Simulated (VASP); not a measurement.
# CdTe (F-43m) in VASP: further runs

Runs on CdTe. Level: PBE. Tasks: single point.

Program: VASP 6.6.1. These are calculated values, not measurements. Logs are shortened: lines on timing, memory, paths and dates and some standing lists are left out, and cuts for length are marked.

## Step 1: The cell of the first run

It takes space group F-43m (No. 216, cubic). The conventional cell has a = 6.500 Å, b = 6.500 Å, c = 6.500 Å, α = 90.00°, β = 90.00°, γ = 90.00°. Within 3.7 Å of Cd (site symmetry -43m) lie 4 Te at 2.81 Å. Within 3.7 Å of Te (site symmetry -43m) lie 4 Cd at 2.81 Å.

## Step 2: Single point, PBE

INCAR

```
PREC = Accurate
ENCUT = 500
EDIFF = 1E-6
ISMEAR = 0
SIGMA = 0.02
LREAL = False
LASPH = True
NELM = 120
ALGO = Normal
ISIF = 2
LWAVE = False
LCHARG = False
GGA = PE
NBANDS = 16
GGA_COMPAT = False
```

KPOINTS

```
regular mesh
0
Gamma
  8 8 8
```

POSCAR

```
CdTe
1.0
    0.0000000000      3.2500000000      3.2500000000
    3.2500000000      0.0000000000      3.2500000000
    3.2500000000      3.2500000000      0.0000000000
Cd Te
1 1
Direct
    0.0000000000      0.0000000000      0.0000000000
    0.2500000000      0.2500000000      0.2500000000
```

Potentials or basis: VASP PAW PBE potentials, release 64 (Cd, Te).

Started as:

```bash
$ cat potpaw_PBE.64/Cd/POTCAR potpaw_PBE.64/Te/POTCAR > POTCAR
$ mpirun -np 1 vasp_std > vasp.out
```

OUTCAR:

```text
PREC = Accurate
   ENCUT = 500
   EDIFF = 1E-6
   ISMEAR = 0
   LREAL = False
   LASPH = True
   NELM = 120
   ISIF = 2
   GGA = PE

 ion  position               nearest neighbor table
   1  0.000  0.000  0.000-   2 2.81   2 2.81   2 2.81   2 2.81
   2  0.250  0.250  0.250-   1 2.81   1 2.81   1 2.81   1 2.81

  LATTYP: Found a face centered cubic cell.
 ALAT       =     6.5000000000

  Lattice vectors:

 A1 = (   0.0000000000,   3.2500000000,   3.2500000000)
 A2 = (   3.2500000000,   0.0000000000,   3.2500000000)
 A3 = (   3.2500000000,   3.2500000000,   0.0000000000)

Analysis of symmetry for initial positions (statically):
=====================================================================
 Subroutine PRICEL returns:
 Original cell was already a primitive cell.

 Routine SETGRP: Setting up the symmetry group for a
 face centered cubic supercell.

 Subroutine GETGRP returns: Found 24 space group operations
 (whereof 24 operations were pure point group operations)
 out of a pool of 48 trial point group operations.

The static configuration has the point symmetry T_d .

Analysis of symmetry for dynamics (positions and initial velocities):
=====================================================================
 Subroutine PRICEL returns:
 Original cell was already a primitive cell.

 Routine SETGRP: Setting up the symmetry group for a
 face centered cubic supercell.

 Subroutine GETGRP returns: Found 24 space group operations
 (whereof 24 operations were pure point group operations)
 out of a pool of 48 trial point group operations.

The dynamic configuration has the point symmetry T_d .

 Subroutine INISYM returns: Found 24 space group operations
 (whereof 24 operations are pure point group operations),
 and found     1 'primitive' translations

----------------------------------------------------------------------------------------

                                     Primitive cell

  volume of cell :      68.6562

  direct lattice vectors                    reciprocal lattice vectors
     0.000000000  3.250000000  3.250000000    -0.153846154  0.153846154  0.153846154
     3.250000000  0.000000000  3.250000000     0.153846154 -0.153846154  0.153846154
     3.250000000  3.250000000  0.000000000     0.153846154  0.153846154 -0.153846154

  length of vectors
     4.596194078  4.596194078  4.596194078     0.266469355  0.266469355  0.266469355

  position of ions in fractional coordinates (direct lattice)
     0.000000000  0.000000000  0.000000000
     0.250000000  0.250000000  0.250000000
[... 72 lines left out ...]
   LNONCOLLINEAR =      F non collinear calculations
   LSORBIT =      F    spin-orbit coupling
   LASPH  =      T    aspherical Exc in radial PAW
   ENCUT  =  500.0 eV  36.75 Ry    6.06 a.u.   8.38  8.38  8.38*2*pi/ulx,y,z
   NELM   =    120;   NELMIN=  2; NELMDL= -5     # of ELM steps
   EDIFF  = 0.1E-05   stopping-criterion for ELM
   LREAL  =      F    real-space projection
   EDIFFG = 0.1E-04   stopping-criterion for IOM
   NSW    =      0    number of steps for IOM
   IBRION =     -1    ionic relax: 0-MD 1-quasi-New 2-CG
   NFREE  =      0    steps in history (QN), initial steepest desc. (CG)
   ISIF   =      2    stress and relaxation
   ISYM   =      2    0-nonsym 1-usesym 2-fastsym
   POTIM  = 0.5000    time-step for ionic-motion
   TEBEG  =    0.0;   TEEND  =   0.0 temperature during run
   PSTRESS=    0.0 pullay stress
   NELECT =      18.0000    total number of electrons
   NUPDOWN=      -1.0000    fix difference up-down
   EMIN   =  10.00;   EMAX   =-10.00  energy-range for DOS
   EFERMI =   0.00;   METHOD = LEGACY
   ISMEAR =     0;   SIGMA  =   0.02  broadening in eV -4-tet -1-fermi 0-gaus
   EFERMI_NEDOS =   21; number of points for ismear=-14 and -15
   IALGO  =     38    algorithm
   IMIX   =      4    mixing-type and parameters
     AMIX     =   0.40;   BMIX     =  1.00
     AMIX_MAG =   1.60;   BMIX_MAG =  1.00
  volume/ion in A,a.u.               =      34.33       231.66
  Fermi-wavevector in a.u.,A,eV,Ry     =   1.047785  1.980027 14.937211  1.097854
  Thomas-Fermi vector in A             =   2.182680
   LORBIT       =      0    0 simple, 1 ext, 2 COOP (PROOUT), +10 PAW based schemes
   GGA     = PE    functional components
   LHFCALC =     F    Hartree Fock is set to
   AEXX    =    0.0000 exact exchange contribution
   IVDW    =     0    specifies the selected vdW correction
   LEPSILON=     F    determine dielectric tensor
   LRPA    =     F    only Hartree local field effects (RPA)
 non-spin polarized calculation
 Gauss-broadening in eV      SIGMA  =   0.02
  energy-cutoff  :      500.00
  volume of cell :       68.66
 maximum number of plane-waves:      1807
 NGX is ok and might be reduce to    36
   NGX = 17   NGY = 17   NGZ = 17

 number of electron      17.9999998 magnetization

 Free energy of the ion-electron system (eV)
  ---------------------------------------------------
  ext. energy  EPLUGINS =         0.00000000
  ---------------------------------------------------
  free energy    TOTEN  =        -4.78473260 eV

  energy without entropy =       -4.78473260  energy(sigma->0) =       -4.78473260

 E-fermi :   2.3781     XC(G=0):  -8.5459

 val. band max:        2.2667074755   @ k =   0.0000   0.0000   0.0000
 cond. band min:       3.0116760793   @ k =   0.0000   0.0000   0.0000
 fundamental gap:      0.7449686038
 Fermi energy:         2.3780863083

 k-point     1 :       0.0000    0.0000    0.0000
  band No.  band energies     occupation
      1      -8.8566      2.00000
      2      -5.9885      2.00000
      3      -5.9885      2.00000
      4      -5.9885      2.00000
      5      -5.7344      2.00000
      6      -5.7344      2.00000
[... 433 lines left out ...]
      3      -5.8902      2.00000
      4      -5.7494      2.00000
      5      -5.7290      2.00000
      6      -5.2962      2.00000
[... 8 lines left out ...]
     15      12.3741      0.00000
     16      12.8667      0.00000

 [... further k-points ...]
[... 5 lines left out ...]
  --------------------------------------------------------------------------------------
  -------------------------------------------------------------------------------------
  Total        0.9856273      0.9856273      0.9856273      0.0000000      0.0000000      0.0000000
  in kB       23.0008163     23.0008163     23.0008163      0.0000000      0.0000000      0.0000000
  external PRESSURE =      23.0008163 kB  Pullay stress =       0.0000000 kB

 VOLUME and BASIS-vectors are now :
 -----------------------------------------------------------------------------
  energy-cutoff  :      500.00
  volume of cell :       68.66
      direct lattice vectors                 reciprocal lattice vectors
     0.000000000  3.250000000  3.250000000    -0.153846154  0.153846154  0.153846154
     3.250000000  0.000000000  3.250000000     0.153846154 -0.153846154  0.153846154
     3.250000000  3.250000000  0.000000000     0.153846154  0.153846154 -0.153846154

 POSITION                                       TOTAL-FORCE (eV/Angst)
 -----------------------------------------------------------------------------------
      0.00000      0.00000      0.00000        -0.000000     -0.000000     -0.000000
      1.62500      1.62500      1.62500         0.000000      0.000000      0.000000
 -----------------------------------------------------------------------------------
    total drift:                                0.000000      0.000000      0.000000

  FREE ENERGIE OF THE ION-ELECTRON SYSTEM (eV)
  ---------------------------------------------------
  free  energy   TOTEN  =        -4.7847325987 eV

  energy  without entropy=       -4.7847325987  energy(sigma->0) =       -4.78473260
```

It took 16 s on 1 thread of Intel Xeon Platinum 8559C (Emerald Rapids), shared host; peak memory 0.21 GiB.

What came out:

- Free energy: -4.7847 eV
- Pressure: 2.3 GPa
- Band gap on the k mesh: 0.74 eV

Caveat: semilocal functionals underestimate gaps, and a narrow one can read as zero; spin-orbit coupling is left out, which moves the levels of the heavy elements.

## Step 3: Single point, PBE

INCAR

```
SYSTEM = CdTe
PREC = Accurate
ENCUT = 500
EDIFF = 1E-6
ISMEAR = 0
SIGMA = 0.02
LREAL = .False.
LASPH = .True.
NELM = 120
ALGO = Normal
ISIF = 2
LWAVE = .False.
LCHARG = .False.
GGA = PE
NBANDS = 16
GGA_COMPAT = .False.
```

KPOINTS

```
Automatic mesh
0
Gamma
  8 8 8
  0 0 0
```

POSCAR is that of step 2.

Potentials or basis: VASP PAW PBE potentials, release 64 (Cd, Te).

Started as:

```bash
$ cat potpaw_PBE.64/Cd/POTCAR potpaw_PBE.64/Te/POTCAR > POTCAR
$ mpirun -np 1 vasp_std > vasp.out
```

It took 17 s on 1 thread of Intel Xeon Platinum 8559C (Emerald Rapids), shared host; peak memory 0.2 GiB.

It converged, with:

```
Free energy            : -4.7847 eV
Pressure               : 2.3 GPa
Band gap on the k mesh : 0.74 eV
```

Levels at points of the mesh, in eV from the valence-band top:
```csv
k point,band 5,band 6,band 7,band 8,band 9,band 10,band 11,band 12,band 13,band 14
"(0.00, 0.00, 0.00)",-8.00,-8.00,0.00,0.00,0.00,0.74,4.61,4.61,4.61,7.45
"(0.50, 0.00, 0.00)",-7.99,-7.66,-4.37,-0.76,-0.76,1.81,5.19,5.19,7.08,8.62
"(0.50, 0.50, 0.00)",-7.97,-7.52,-4.26,-1.83,-1.83,2.63,2.67,8.79,9.09,9.09
```

Caveat: semilocal functionals underestimate gaps, and a narrow one can read as zero; spin-orbit coupling is left out, which moves the levels of the heavy elements.
